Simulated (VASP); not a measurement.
# Pd (P6_3/mmc) in VASP: notebook

Pd is run at these levels: PBE; tasks: relaxation of cell and atoms.

Everything below comes from runs of VASP 6.6.1. Logs are shortened: lines on timing, memory, paths and dates and some standing lists are left out, and cuts for length are marked.

## 1. The cell of the first run

It takes space group P6_3/mmc (No. 194, hexagonal). The conventional cell has a = 2.798 Å, b = 2.798 Å, c = 4.533 Å, α = 90.00°, β = 90.00°, γ = 120.00°. Within 3.7 Å of Pd (site symmetry -6m2) lie 12 Pd at 2.78 to 2.80 Å.

## 2. Relaxation of cell and atoms, PBE

Input file INCAR:

```
SYSTEM = Pd
PREC = Accurate
ENCUT = 600
EDIFF = 1E-6
ISMEAR = -1
SIGMA = 0.05
LREAL = .FALSE.
LASPH = .TRUE.
NELM = 100
ALGO = Normal
ISIF = 3
LWAVE = .FALSE.
LCHARG = .FALSE.
GGA = PE
IBRION = 2
NSW = 60
EDIFFG = -0.005
```

Input file KPOINTS:

```
Automatic mesh
0
G
  17 17 9
  0 0 0
```

Input file POSCAR:

```
Pd
1.0
    2.7983685316      0.0000000000      0.0000000000
   -1.3991842658      2.4234582375      0.0000000000
    0.0000000000      0.0000000000      4.5333570212
Pd
2
Direct
    0.3333333333      0.6666666667      0.2500000000
    0.6666666667      0.3333333333      0.7500000000
```

Potentials or basis: VASP PAW PBE potentials, release 64 (Pd).

Launch:

```
> cat potpaw_PBE.64/Pd/POTCAR > POTCAR
> mpirun -np 1 vasp_std > vasp.out
```

OUTCAR:

```text
SYSTEM = Pd
   PREC = Accurate
   ENCUT = 600
   EDIFF = 1E-6
   ISMEAR = -1
   LREAL = .FALSE.
   LASPH = .TRUE.
   NELM = 100
   ISIF = 3
   GGA = PE
   IBRION = 2
   NSW = 60
   EDIFFG = -0.005

 ion  position               nearest neighbor table
   1  0.333  0.667  0.250-   2 2.78   2 2.78   2 2.78   2 2.78   2 2.78   2 2.78
   2  0.667  0.333  0.750-   1 2.78   1 2.78   1 2.78   1 2.78   1 2.78   1 2.78

  LATTYP: Found a hexagonal cell.
 ALAT       =     2.7983685316
 C/A-ratio  =     1.6200000000

  Lattice vectors:

 A1 = (   2.7983685316,   0.0000000000,   0.0000000000)
 A2 = (  -1.3991842658,   2.4234582375,   0.0000000000)
 A3 = (   0.0000000000,   0.0000000000,   4.5333570212)

Analysis of symmetry for initial positions (statically):
=====================================================================
 Subroutine PRICEL returns:
 Original cell was already a primitive cell.

 Routine SETGRP: Setting up the symmetry group for a
 hexagonal supercell.

 Subroutine GETGRP returns: Found 24 space group operations
 (whereof 12 operations were pure point group operations)
 out of a pool of 24 trial point group operations.

The static configuration has the point symmetry D_3d.
 The point group associated with its full space group is D_6h.

Analysis of symmetry for dynamics (positions and initial velocities):
=====================================================================
 Subroutine PRICEL returns:
 Original cell was already a primitive cell.

 Routine SETGRP: Setting up the symmetry group for a
 hexagonal supercell.

 Subroutine GETGRP returns: Found 24 space group operations
 (whereof 12 operations were pure point group operations)
 out of a pool of 24 trial point group operations.

The dynamic configuration has the point symmetry D_3d.
 The point group associated with its full space group is D_6h.

 Subroutine INISYM returns: Found 24 space group operations
 (whereof 12 operations are pure point group operations),
 and found     1 'primitive' translations

----------------------------------------------------------------------------------------

                                     Primitive cell

  volume of cell :      30.7440

  direct lattice vectors                    reciprocal lattice vectors
     2.798368532  0.000000000  0.000000000     0.357351074  0.206316739  0.000000000
    -1.399184266  2.423458237  0.000000000     0.000000000  0.412633477  0.000000000
     0.000000000  0.000000000  4.533357021     0.000000000  0.000000000  0.220587083

  length of vectors
     2.798368532  2.798368532  4.533357021     0.412633477  0.412633477  0.220587083

  position of ions in fractional coordinates (direct lattice)
     0.333333333  0.666666667  0.250000000
     0.666666667  0.333333333  0.750000000

  ion indices of the primitive-cell ions
   primitive index   ion index
                 1           1
                 2           2

----------------------------------------------------------------------------------------

 KPOINTS: Automatic mesh

Automatic generation of k-mesh.
 Grid dimensions read from file:
 generate k-points for:   17   17    9

 Generating k-lattice:

  Cartesian coordinates                     Fractional coordinates (reciprocal lattice)
     0.021020651  0.012136279  0.000000000     0.058823529  0.000000000  0.000000000
     0.000000000  0.024272557  0.000000000     0.000000000  0.058823529  0.000000000
     0.000000000  0.000000000  0.024509676     0.000000000  0.000000000  0.111111111

  Length of vectors
     0.024272557  0.024272557  0.024509676

  Shift w.r.t. Gamma in fractional coordinates (k-lattice)
     0.000000000  0.000000000  0.000000000

 Subroutine IBZKPT returns following result:
 ===========================================

 Found    165 irreducible k-points:

 Following reciprocal coordinates:
            Coordinates               Weight
  0.000000  0.000000  0.000000      1.000000
  0.058824 -0.000000  0.000000      6.000000
  0.117647 -0.000000  0.000000      6.000000
  0.176471 -0.000000  0.000000      6.000000
  0.235294 -0.000000  0.000000      6.000000
  0.294118 -0.000000  0.000000      6.000000
[... 16 lines left out ...]
  0.411765  0.117647  0.000000     12.000000
  0.176471  0.176471  0.000000      6.000000
 [... further k-points ...]
   k-points           NKPTS =    165   k-points in BZ     NKDIM =    165   number of bands    NBANDS=     14
   number of dos      NEDOS =    301   number of ions     NIONS =      2
   total plane-waves  NPLWV =  20736
   dimension x,y,z NGX =    24 NGY =   24 NGZ =   36
   dimension x,y,z NGXF=    48 NGYF=   48 NGZF=   72
   ions per type =               2
   NGX,Y,Z   is equivalent  to a cutoff of  14.26, 14.26, 13.20 a.u.
   NGXF,Y,Z  is equivalent  to a cutoff of  28.52, 28.52, 26.40 a.u.
 SYSTEM =  Pd
   PREC   = accura    normal or accurate (medium, high low for compatibility)
   ISTART =      0    job   : 0-new  1-cont  2-samecut
   ICHARG =      2    charge: 1-file 2-atom 10-const
   ISPIN  =      1    spin polarized calculation?
   LNONCOLLINEAR =      F non collinear calculations
   LSORBIT =      F    spin-orbit coupling
   LASPH  =      T    aspherical Exc in radial PAW
   ENCUT  =  600.0 eV  44.10 Ry    6.64 a.u.   5.59  5.59  9.05*2*pi/ulx,y,z
   NELM   =    100;   NELMIN=  2; NELMDL= -5     # of ELM steps
   EDIFF  = 0.1E-05   stopping-criterion for ELM
   LREAL  =      F    real-space projection
   EDIFFG = -.5E-02   stopping-criterion for IOM
   NSW    =     60    number of steps for IOM
   IBRION =      2    ionic relax: 0-MD 1-quasi-New 2-CG
   NFREE  =      1    steps in history (QN), initial steepest desc. (CG)
   ISIF   =      3    stress and relaxation
   ISYM   =      2    0-nonsym 1-usesym 2-fastsym
   POTIM  = 0.5000    time-step for ionic-motion
   TEBEG  =    0.0;   TEEND  =   0.0 temperature during run
   PSTRESS=    0.0 pullay stress
   NELECT =      20.0000    total number of electrons
   NUPDOWN=      -1.0000    fix difference up-down
   EMIN   =  10.00;   EMAX   =-10.00  energy-range for DOS
   EFERMI =   0.00;   METHOD = LEGACY
   ISMEAR =    -1;   SIGMA  =   0.05  broadening in eV -4-tet -1-fermi 0-gaus
   EFERMI_NEDOS =   21; number of points for ismear=-14 and -15
   IALGO  =     38    algorithm
   IMIX   =      4    mixing-type and parameters
     AMIX     =   0.40;   BMIX     =  1.00
     AMIX_MAG =   1.60;   BMIX_MAG =  1.00
  volume/ion in A,a.u.               =      15.37       103.74
  Fermi-wavevector in a.u.,A,eV,Ry     =   1.418507  2.680589 27.377114  2.012161
  Thomas-Fermi vector in A             =   2.539625
   LORBIT       =      0    0 simple, 1 ext, 2 COOP (PROOUT), +10 PAW based schemes
   GGA     = PE    functional components
   LHFCALC =     F    Hartree Fock is set to
   AEXX    =    0.0000 exact exchange contribution
   IVDW    =     0    specifies the selected vdW correction
   LEPSILON=     F    determine dielectric tensor
   LRPA    =     F    only Hartree local field effects (RPA)
 conjugate gradient relaxation of ions
 non-spin polarized calculation
  energy-cutoff  :      600.00
  volume of cell :       30.74
 maximum number of plane-waves:      1049
 NGX is ok and might be reduce to    24
   NGX = 11   NGY = 11   NGZ = 19

--------------------------------------- Ionic step        1  -------------------------------------------

 number of electron      20.0000001 magnetization

 Free energy of the ion-electron system (eV)
  ---------------------------------------------------
  ext. energy  EPLUGINS =         0.00000000
  ---------------------------------------------------
  free energy    TOTEN  =       -10.38286947 eV

  energy without entropy =      -10.33498153  energy(sigma->0) =      -10.35892550

------------------------ aborting loop because EDIFF is reached ----------------------------------------

  FORCE on cell =-STRESS in cart. coord.  units (eV):
  Direction    XX          YY          ZZ          XY          YZ          ZX
  --------------------------------------------------------------------------------------
  -------------------------------------------------------------------------------------
  Total       -0.2185508     -0.2185508      0.4723314      0.0000000     -0.0000000      0.0000000
  in kB      -11.3894479    -11.3894479     24.6148387      0.0000000     -0.0000000      0.0000000
  external PRESSURE =       0.6119810 kB  Pullay stress =       0.0000000 kB
[... 165 lines left out ...]
  energy  without entropy=      -10.3456287857  energy(sigma->0) =      -10.36797315

--------------------------------------- Ionic step        6  -------------------------------------------

 number of electron      20.0000005 magnetization

 Free energy of the ion-electron system (eV)
  ---------------------------------------------------
  ext. energy  EPLUGINS =         0.00000000
  ---------------------------------------------------
  free energy    TOTEN  =       -10.39042733 eV

  energy without entropy =      -10.34554858  energy(sigma->0) =      -10.36798795

 E-fermi :   9.1079     XC(G=0): -12.9287

 val. band max:        9.1069388371   @ k =   0.4118   0.0588   0.0000
 cond. band min:       9.1085239073   @ k =   0.3529  -0.0000   0.0000
 fundamental gap:      0.0015850702
 Fermi energy:         9.1078906750

 k-point     1 :       0.0000    0.0000    0.0000
  band No.  band energies     occupation
      1       2.2801      2.00000
      2       4.1087      2.00000
      3       6.3287      2.00000
      4       6.5376      2.00000
      5       6.5376      2.00000
      6       6.8640      2.00000
      7       6.8640      2.00000
      8       7.5535      2.00000
      9       7.5535      2.00000
     10       8.8830      1.97798
     11       8.8830      1.97798
     12      10.0268      0.00000
     13      15.7742      0.00000
     14      26.2312      0.00000
[... 375 lines left out ...]
 k-point    24 :       0.1765    0.1765    0.0000
  band No.  band energies     occupation
      1       4.6088      2.00000
      2       5.2398      2.00000
      3       5.4804      2.00000
      4       5.5235      2.00000
      5       6.5086      2.00000
      6       6.5929      2.00000
      7       7.3006      2.00000
      8       7.4084      2.00000
      9       8.3769      2.00000
     10       8.9605      1.90024
     11       9.0020      1.78533
     12      15.7694      0.00000
     13      16.3475      0.00000
     14      21.2805      0.00000

 [... further k-points ...]

------------------------ aborting loop because EDIFF is reached ----------------------------------------

  FORCE on cell =-STRESS in cart. coord.  units (eV):
  Direction    XX          YY          ZZ          XY          YZ          ZX
  --------------------------------------------------------------------------------------
  -------------------------------------------------------------------------------------
  Total        0.0009830      0.0009830      0.0037127      0.0000000     -0.0000000      0.0000000
  in kB        0.0512481      0.0512481      0.1935490      0.0000000     -0.0000000      0.0000000
  external PRESSURE =       0.0986817 kB  Pullay stress =       0.0000000 kB
[... 17 lines left out ...]
  FREE ENERGIE OF THE ION-ELECTRON SYSTEM (eV)
  ---------------------------------------------------
  free  energy   TOTEN  =       -10.3904273260 eV

  energy  without entropy=      -10.3455485832  energy(sigma->0) =      -10.36798795

 reached required accuracy - stopping structural energy minimisation
```

Run time: 1.8 min. Hardware: 1 thread of Intel Xeon Platinum 8488C (Sapphire Rapids), shared host; peak memory 0.21 GiB.

What came out:

```
Free energy                            : -10.3904 eV
Relaxed volume                         : 15.37 Å³/atom
Relaxed cell                           : a = 2.769 Å, b = 2.769 Å, c = 4.627 Å, α = 90.00°, β = 90.00°, γ = 120.00°
Space group after relaxing (to 0.05 Å) : P6_3/mmc (No. 194)
Energy gained by relaxing              : 3.8 meV/atom
Ionic steps                            : 6
Pressure after relaxing                : 0.0 GPa
Band gap on the k mesh                 : zero (band 10 reaches 9.29 eV, above the bottom of band 11 at 8.53 eV)
```

The path:
```
step  energy change (eV)  largest force (eV/Å)  pressure (GPa)  volume (Å³)
   1              0.0000                0.0000            0.06        30.74
   2             -0.0058                0.0000           -0.19        30.77
   3             -0.0074                0.0000           -0.26        30.78
   4             -0.0075                0.0000           -0.26        30.78
   5             -0.0074                0.0000            0.46        30.65
   6             -0.0076                0.0000            0.01        30.73
```

Final structure:
```
Pd
1.0
     2.76935    0.00000    0.00000
    -1.38467    2.39832    0.00000
     0.00000    0.00000    4.62722
Pd
2
Direct
  0.33333 0.66667 0.25000
  0.66667 0.33333 0.75000
```

(Part 1 of 2 ends here.)
